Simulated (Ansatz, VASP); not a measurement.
Two plane-wave programs on Na

The input INCAR:

```
PREC     = Accurate       # precision mode
ENCUT    = 600            # plane-wave cutoff, eV
EDIFF    = 1E-7           # SCF threshold, eV
ISMEAR   = -1             # smearing method
SIGMA    = 0.1            # smearing width, eV
LREAL    = False          # projectors in reciprocal space
LASPH    = True           # aspherical terms in the spheres
NELM     = 100            # most SCF steps
ALGO     = Normal         # electronic algorithm
ISIF     = 3              # what is computed and relaxed
LWAVE    = False          # write WAVECAR
LCHARG   = False          # write CHGCAR
GGA      = RP             # functional
IBRION   = 2              # ionic algorithm
NSW      = 80             # ionic steps
EDIFFG   = -0.01          # ionic threshold
```

The input KPOINTS:

```
regular mesh
0
Gamma
  11 11 11
```

POSCAR

```
Na
1.0
   -2.1125000000      2.1125000000      2.1125000000
    2.1125000000     -2.1125000000      2.1125000000
    2.1125000000      2.1125000000     -2.1125000000
Na
1
Direct
    0.0000000000      0.0000000000      0.0000000000
```

Input for Ansatz:

```yaml
crystal:
  lattice:
    - [-2.1125, 2.1125, 2.1125]
    - [2.1125, -2.1125, 2.1125]
    - [2.1125, 2.1125, -2.1125]
  atoms:
    - { symbol: Na, position: [0.0, 0.0, 0.0] }
hamiltonian:
  xc: rpbe
  pseudopotentials:
    kind: paw
    azcp:
      Na: "pseudopotentials/Na.paw.azcp"
basis:
  ecutwfc: 420
  fft_grid_basis: typed
kpoints:
  mp_grid: { grid: [11, 11, 11], shift: [0, 0, 0] }
magnetization:
  spin_polarized: false
scf:
  occupations: { method: fermi_dirac, width: 0.1 }
relax:
  max_steps: 60
  f_tol: 0.01
  cell: {}
```

Alike in both runs: task relaxation of cell and atoms; functional RPBE; k mesh 11 × 11 × 11; occupations fermi-dirac, width 0.1 eV; no spin polarisation.

```csv
,VASP,Ansatz
version,VASP 6.6.1,Ansatz 0.2.0
potentials or method,"VASP PAW PBE potentials, release 64 (Na_pv), cutoff 600 eV","plane waves (420 eV) with PAW, scalar-relativistic"
valence electrons in the cell,7,9
```

Ansatz gave:

| Quantity | Value |
| --- | --- |
| relaxed volume (Å³/atom) | 39.40 |
| relaxed cell length with the largest relative difference (Å) | 3.713 |

**Question.** What did VASP give for the same quantities?

**Answer.** Relaxed volume (Å³/atom): 39.56; relaxed cell length with the largest relative difference (Å): 3.718.

VASP's potentials were made for PBE, not for RPBE. VASP's potentials hold 7 valence electrons a cell and Ansatz's 9, so a difference there can come from the potentials and not from the codes.
